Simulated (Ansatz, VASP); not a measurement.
**One calculation of B, two programs**

INCAR

```
SYSTEM = B
PREC = Accurate
ENCUT = 520
EDIFF = 1E-6
ISMEAR = -1
SIGMA = 0.1
LREAL = .FALSE.
LASPH = .TRUE.
NELM = 80
ALGO = Normal
ISIF = 2
LWAVE = .FALSE.
LCHARG = .TRUE.
GGA = B5
ALDAX = 1.0
AGGAX = 1.0
AGGAC = 1.0
ALDAC = 0.0
LELF = .TRUE.
LVHAR = .TRUE.
NBANDS = 10
```

The input KPOINTS:

```
regular mesh
0
G
  22 22 12
  0 0 0
```

POSCAR

```
B
1.0
   -4.6620345409      4.8431931347      0.8009637810
    4.8431931347     -4.6620345409      0.8009637810
    2.0743117210      2.0743117210     -0.4691714848
B
2
Direct
    0.0889931286      0.9110068714      0.0000000000
    0.6610068714      0.3389931286      0.5000000000
```

Input for Ansatz:

```yaml
crystal:
  lattice:
    - [-4.6620345409, 4.8431931347, 0.800963781]
    - [4.8431931347, -4.6620345409, 0.800963781]
    - [2.074311721, 2.074311721, -0.4691714848]
  atoms:
    - { symbol: B, position: [0.0889931286, 0.9110068714, 0.0] }
    - { symbol: B, position: [0.6610068714, 0.3389931286, 0.5] }
hamiltonian:
  xc: blyp
  pseudopotentials:
    kind: paw
    azcp:
      B: "pseudopotentials/B.paw.azcp"
basis:
  ecutwfc: 420
  fft_grid_basis: typed
kpoints:
  mp_grid: { grid: [22, 22, 12], shift: [0, 0, 0] }
magnetization:
  spin_polarized: false
scf:
  occupations: { method: fermi_dirac, width: 0.1 }
  lower_state_search: "off"
output:
  stress: true
  write_density: true
  write_potential: true
  elf: true
  volumetric_format: npy
```

Alike in both runs: task single point; functional BLYP; k mesh 22 × 22 × 12; occupations fermi-dirac, width 0.1 eV; no spin polarisation.

|  | VASP | Ansatz |
| --- | --- | --- |
| version | VASP 6.6.1 | Ansatz 0.2.0 |
| potentials or method | VASP PAW PBE potentials, release 64 (B), cutoff 520 eV | plane waves (420 eV) with PAW, scalar-relativistic |
| valence electrons in the cell | 6 | 6 |

```tsv
	VASP	Ansatz	Ansatz less VASP
pressure (GPa)	-3.6	-3.5	+0.09
traceless stress, the component that is largest in VASP (GPa)	-3.85	-3.51	+0.335
```

VASP's potentials were made for PBE, not for BLYP. Ansatz's warnings: structure snapped to symmetry.
